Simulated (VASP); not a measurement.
# Ge in VASP: single point with LDA

Aim: the single point of Ge with LDA.

Program: VASP 6.6.1. These are calculated values, not measurements. Logs are shortened: lines on timing, memory, paths and dates and some standing lists are left out, and cuts for length are marked.

## (1) The cell of the first run

The cell holds a slab with vacuum, 2 atoms: a = 3.704 Å, b = 3.704 Å, c = 28.000 Å, α = 90.00°, β = 90.00°, γ = 120.00°.

## (2) Single point, LDA

INCAR reads:

```
ALGO = Normal ; DIPOL = 0.5 0.5 0.500
EDIFF = 1E-6 ; ENCUT = 520
GGA = CA ; IDIPOL = 3
ISIF = 2 ; ISMEAR = 0
LASPH = True ; LCHARG = False
LDIPOL = True ; LREAL = False
LWAVE = False ; NBANDS = 21
NELM = 80 ; PREC = Accurate
SIGMA = 0.1
```

KPOINTS reads:

```
k-points
0
Gamma
  12 12 1
```

POSCAR reads:

```
Ge
1.0
    3.7040000000      0.0000000000      0.0000000000
   -1.8520000000      3.2077580956      0.0000000000
    0.0000000000      0.0000000000     28.0000000000
Ge
2
Direct
    0.3333333333      0.6666666667      0.5000000000
    0.6666666667      0.3333333333      0.5000000000
```

Potentials or basis: VASP PAW LDA potentials, release 64 (Ge_d).

Started as:

```
$ cat potpaw_LDA.64/Ge_d/POTCAR > POTCAR
$ mpirun -np 1 vasp_std > vasp.out
```

OUTCAR:

```text
EDIFF = 1E-6
   ENCUT = 520
   GGA = CA
   ISIF = 2
   ISMEAR = 0
   LASPH = True
   LREAL = False
   NELM = 80
   PREC = Accurate

 ion  position               nearest neighbor table
   1  0.333  0.667  0.500-   2 2.14   2 2.14   2 2.14
   2  0.667  0.333  0.500-   1 2.14   1 2.14   1 2.14

  LATTYP: Found a hexagonal cell.
 ALAT       =     3.7040000000
 C/A-ratio  =     7.5593952484

  Lattice vectors:

 A1 = (   3.7040000000,   0.0000000000,   0.0000000000)
 A2 = (  -1.8520000000,   3.2077580956,   0.0000000000)
 A3 = (   0.0000000000,   0.0000000000,  28.0000000000)

Analysis of symmetry for initial positions (statically):
=====================================================================
 Subroutine PRICEL returns:
 Original cell was already a primitive cell.

 Routine SETGRP: Setting up the symmetry group for a
 hexagonal supercell.

 Subroutine GETGRP returns: Found 24 space group operations
 (whereof 24 operations were pure point group operations)
 out of a pool of 24 trial point group operations.

The static configuration has the point symmetry D_6h.

Analysis of symmetry for dynamics (positions and initial velocities):
=====================================================================
 Subroutine PRICEL returns:
 Original cell was already a primitive cell.

 Routine SETGRP: Setting up the symmetry group for a
 hexagonal supercell.

 Subroutine GETGRP returns: Found 24 space group operations
 (whereof 24 operations were pure point group operations)
 out of a pool of 24 trial point group operations.

The dynamic configuration has the point symmetry D_6h.

 Subroutine INISYM returns: Found 24 space group operations
 (whereof 24 operations are pure point group operations),
 and found     1 'primitive' translations

----------------------------------------------------------------------------------------

                                     Primitive cell

  volume of cell :     332.6830

  direct lattice vectors                    reciprocal lattice vectors
     3.704000000  0.000000000  0.000000000     0.269978402  0.155872103  0.000000000
    -1.852000000  3.207758096  0.000000000     0.000000000  0.311744206  0.000000000
     0.000000000  0.000000000 28.000000000     0.000000000  0.000000000  0.035714286

  length of vectors
     3.704000000  3.704000000 28.000000000     0.311744206  0.311744206  0.035714286

  position of ions in fractional coordinates (direct lattice)
     0.333333333  0.666666667  0.500000000
     0.666666667  0.333333333  0.500000000

  ion indices of the primitive-cell ions
   primitive index   ion index
                 1           1
                 2           2

----------------------------------------------------------------------------------------

 KPOINTS: k-points

Automatic generation of k-mesh.
 Grid dimensions read from file:
 generate k-points for:   12   12    1

 Generating k-lattice:

  Cartesian coordinates                     Fractional coordinates (reciprocal lattice)
     0.022498200  0.012989342  0.000000000     0.083333333  0.000000000  0.000000000
     0.000000000  0.025978684  0.000000000     0.000000000  0.083333333  0.000000000
     0.000000000  0.000000000  0.035714286     0.000000000  0.000000000  1.000000000

  Length of vectors
     0.025978684  0.025978684  0.035714286

  Shift w.r.t. Gamma in fractional coordinates (k-lattice)
     0.000000000  0.000000000  0.000000000

 Subroutine IBZKPT returns following result:
 ===========================================

 Found     19 irreducible k-points:

 Following reciprocal coordinates:
            Coordinates               Weight
  0.000000  0.000000  0.000000      1.000000
  0.083333  0.000000  0.000000      6.000000
  0.166667  0.000000  0.000000      6.000000
  0.250000  0.000000  0.000000      6.000000
  0.333333 -0.000000  0.000000      6.000000
  0.416667  0.000000  0.000000      6.000000
[... 11 lines left out ...]
  0.333333  0.250000  0.000000     12.000000
  0.333333  0.333333  0.000000      2.000000
   k-points           NKPTS =     19   k-points in BZ     NKDIM =     19   number of bands    NBANDS=     21
   number of dos      NEDOS =    301   number of ions     NIONS =      2
   total plane-waves  NPLWV = 164640
   dimension x,y,z NGX =    28 NGY =   28 NGZ =  210
   dimension x,y,z NGXF=    56 NGYF=   56 NGZF=  420
   ions per type =               2
   NGX,Y,Z   is equivalent  to a cutoff of  12.57, 12.57, 12.47 a.u.
   NGXF,Y,Z  is equivalent  to a cutoff of  25.13, 25.13, 24.94 a.u.
 SYSTEM =  unknown system
   PREC   = accura    normal or accurate (medium, high low for compatibility)
   ISTART =      0    job   : 0-new  1-cont  2-samecut
   ICHARG =      2    charge: 1-file 2-atom 10-const
   ISPIN  =      1    spin polarized calculation?
   LNONCOLLINEAR =      F non collinear calculations
   LSORBIT =      F    spin-orbit coupling
   LASPH  =      T    aspherical Exc in radial PAW
   ENCUT  =  520.0 eV  38.22 Ry    6.18 a.u.   6.89  6.89 52.06*2*pi/ulx,y,z
   NELM   =     80;   NELMIN=  2; NELMDL= -5     # of ELM steps
   EDIFF  = 0.1E-05   stopping-criterion for ELM
   LREAL  =      F    real-space projection
   EDIFFG = 0.1E-04   stopping-criterion for IOM
   NSW    =      0    number of steps for IOM
   IBRION =     -1    ionic relax: 0-MD 1-quasi-New 2-CG
   NFREE  =      0    steps in history (QN), initial steepest desc. (CG)
   ISIF   =      2    stress and relaxation
   ISYM   =      2    0-nonsym 1-usesym 2-fastsym
   POTIM  = 0.5000    time-step for ionic-motion
   TEBEG  =    0.0;   TEEND  =   0.0 temperature during run
   PSTRESS=    0.0 pullay stress
   NELECT =      28.0000    total number of electrons
   NUPDOWN=      -1.0000    fix difference up-down
   EMIN   =  10.00;   EMAX   =-10.00  energy-range for DOS
   EFERMI =   0.00;   METHOD = LEGACY
   ISMEAR =     0;   SIGMA  =   0.10  broadening in eV -4-tet -1-fermi 0-gaus
   EFERMI_NEDOS =   21; number of points for ismear=-14 and -15
   IALGO  =     38    algorithm
   IMIX   =      4    mixing-type and parameters
     AMIX     =   0.40;   BMIX     =  1.00
     AMIX_MAG =   1.60;   BMIX_MAG =  1.00
  volume/ion in A,a.u.               =     166.34      1122.53
  Fermi-wavevector in a.u.,A,eV,Ry     =   0.717437  1.355760  7.003141  0.514716
  Thomas-Fermi vector in A             =   1.806117
   LORBIT       =      0    0 simple, 1 ext, 2 COOP (PROOUT), +10 PAW based schemes
   GGA     = CA    functional components
   LHFCALC =     F    Hartree Fock is set to
   AEXX    =    0.0000 exact exchange contribution
   IVDW    =     0    specifies the selected vdW correction
   LEPSILON=     F    determine dielectric tensor
   LRPA    =     F    only Hartree local field effects (RPA)
 non-spin polarized calculation
 Gauss-broadening in eV      SIGMA  =   0.10
  energy-cutoff  :      520.00
  volume of cell :      332.68
 maximum number of plane-waves:      9002
 NGX is ok and might be reduce to    28
   NGX = 13   NGY = 13   NGZ =105

 dipolmoment           0.000000      0.000000      0.000000 electrons x Angstroem

 number of electron      27.9999981 magnetization

 dipolmoment           0.000000      0.000000     -0.000000 electrons x Angstroem

 Free energy of the ion-electron system (eV)
  ---------------------------------------------------
  ext. energy  EPLUGINS =         0.00000000
  ---------------------------------------------------
  free energy    TOTEN  =        -8.32714078 eV

  energy without entropy =       -8.32557358  energy(sigma->0) =       -8.32635718

 E-fermi :  -3.2245     XC(G=0):  -1.7631

 val. band max:       -3.2244955911   @ k =   0.3333   0.3333   0.0000
 cond. band min:      -3.2244955814   @ k =   0.3333   0.3333   0.0000
 fundamental gap:      0.0000000097
 Fermi energy:        -3.2244955861

 k-point     1 :       0.0000    0.0000    0.0000
  band No.  band energies     occupation
      1     -28.7549      2.00000
      2     -28.6741      2.00000
      3     -28.6741      2.00000
      4     -28.5836      2.00000
      5     -28.5836      2.00000
      6     -28.3705      2.00000
[... 13 lines left out ...]
     20       1.2631      0.00000
     21       1.6657      0.00000

 k-point     2 :       0.0833    0.0000    0.0000
  band No.  band energies     occupation
      1     -28.7584      2.00000
      2     -28.7012      2.00000
      3     -28.6942      2.00000
      4     -28.5863      2.00000
      5     -28.5801      2.00000
      6     -28.3457      2.00000
[... 13 lines left out ...]
     20       1.3647      0.00000
     21       1.7664      0.00000

 k-point     3 :       0.1667    0.0000    0.0000
  band No.  band energies     occupation
      1     -28.7863      2.00000
      2     -28.7583      2.00000
      3     -28.7161      2.00000
      4     -28.5933      2.00000
      5     -28.5699      2.00000
      6     -28.2973      2.00000
[... 13 lines left out ...]
     20       2.0634      0.00000
     21       2.2608      0.00000

 k-point     4 :       0.2500    0.0000    0.0000
  band No.  band energies     occupation
      1     -28.8392      2.00000
      2     -28.8170      2.00000
      3     -28.7138      2.00000
      4     -28.6025      2.00000
      5     -28.5545      2.00000
      6     -28.2833      2.00000
[... 13 lines left out ...]
     20       2.5720      0.00000
     21       2.7649      0.00000

 k-point     5 :       0.3333   -0.0000    0.0000
  band No.  band energies     occupation
      1     -28.8875      2.00000
      2     -28.8642      2.00000
      3     -28.7053      2.00000
      4     -28.6113      2.00000
      5     -28.5368      2.00000
      6     -28.3052      2.00000
[... 13 lines left out ...]
     20       3.2697      0.00000
     21       3.4715      0.00000

 k-point     6 :       0.4167    0.0000    0.0000
  band No.  band energies     occupation
      1     -28.9196      2.00000
      2     -28.8943      2.00000
      3     -28.6980      2.00000
      4     -28.6175      2.00000
      5     -28.5215      2.00000
      6     -28.3236      2.00000
[... 13 lines left out ...]
     20       4.1408      0.00000
     21       4.3280      0.00000

 k-point     7 :       0.5000    0.0000    0.0000
  band No.  band energies     occupation
      1     -28.9307      2.00000
      2     -28.9046      2.00000
      3     -28.6951      2.00000
      4     -28.6198      2.00000
      5     -28.5152      2.00000
      6     -28.3311      2.00000
[... 13 lines left out ...]
     20       4.5481      0.00000
     21       4.9127      0.00000
[... 171 lines left out ...]
      1     -28.9890      2.00000
      2     -28.8180      2.00000
      3     -28.7162      2.00000
      4     -28.6287      2.00000
      5     -28.4946      2.00000
      6     -28.3494      2.00000
[... 13 lines left out ...]
     20       4.0791      0.00000
     21       4.1070      0.00000

 k-point    16 :       0.4167    0.1667    0.0000
  band No.  band energies     occupation
      1     -29.0012      2.00000
      2     -28.8233      2.00000
      3     -28.7135      2.00000
      4     -28.6314      2.00000
      5     -28.4843      2.00000
      6     -28.3604      2.00000
[... 13 lines left out ...]
     20       4.8519      0.00000
     21       5.1388      0.00000

 k-point    17 :       0.2500    0.2500    0.0000
  band No.  band energies     occupation
      1     -28.9986      2.00000
      2     -28.7925      2.00000
      3     -28.7296      2.00000
      4     -28.6313      2.00000
      5     -28.4874      2.00000
      6     -28.3560      2.00000
[... 13 lines left out ...]
     20       3.8363      0.00000
     21       4.0014      0.00000

 k-point    18 :       0.3333    0.2500    0.0000
  band No.  band energies     occupation
      1     -29.0224      2.00000
      2     -28.7863      2.00000
      3     -28.7335      2.00000
      4     -28.6370      2.00000
      5     -28.4602      2.00000
      6     -28.3840      2.00000
[... 13 lines left out ...]
     20       4.7862      0.00000
     21       5.0122      0.00000

 k-point    19 :       0.3333    0.3333    0.0000
  band No.  band energies     occupation
      1     -29.0341      2.00000
      2     -28.7573      2.00000
      3     -28.7573      2.00000
      4     -28.6401      2.00000
      5     -28.4221      2.00000
      6     -28.4221      2.00000
[... 13 lines left out ...]
     20       4.7121      0.00000
     21       4.7121      0.00000

------------------------ aborting loop because EDIFF is reached ----------------------------------------

 vacuum level on the upper side and lower side of the slab       (xc-potential included)        -0.007        -0.007

  FORCE on cell =-STRESS in cart. coord.  units (eV):
  Direction    XX          YY          ZZ          XY          YZ          ZX
  --------------------------------------------------------------------------------------
  -------------------------------------------------------------------------------------
  Total        8.8973643      8.8973643     -0.0132523      0.0000000     -0.0000000      0.0000000
  in kB       42.8490635     42.8490635     -0.0638223      0.0000000     -0.0000000      0.0000000
  external PRESSURE =      28.5447682 kB  Pullay stress =       0.0000000 kB

 VOLUME and BASIS-vectors are now :
 -----------------------------------------------------------------------------
  energy-cutoff  :      520.00
  volume of cell :      332.68
      direct lattice vectors                 reciprocal lattice vectors
     3.704000000  0.000000000  0.000000000     0.269978402  0.155872103  0.000000000
    -1.852000000  3.207758096  0.000000000     0.000000000  0.311744206  0.000000000
     0.000000000  0.000000000 28.000000000     0.000000000  0.000000000  0.035714286

 POSITION                                       TOTAL-FORCE (eV/Angst)
 -----------------------------------------------------------------------------------
     -0.00000      2.13851     14.00000        -0.000000      0.000000      0.000000
      1.85200      1.06925     14.00000         0.000000     -0.000000      0.000000
 -----------------------------------------------------------------------------------
    total drift:                                0.000000      0.000000     -0.000000

  FREE ENERGIE OF THE ION-ELECTRON SYSTEM (eV)
  ---------------------------------------------------
  free  energy   TOTEN  =        -8.3271407771 eV

  energy  without entropy=       -8.3255735839  energy(sigma->0) =       -8.32635718

 vacuum level on the upper side and lower side of the slab         1.240         1.240
```

Run time: 4.3 min. Hardware: 1 thread of Intel Xeon 8259CL, shared host; peak memory 0.36 GiB.

What came out:

```yaml
Free_energy: -8.3271 eV
Band_gap_on_the_k_mesh: zero (filled and empty bands touch)
```
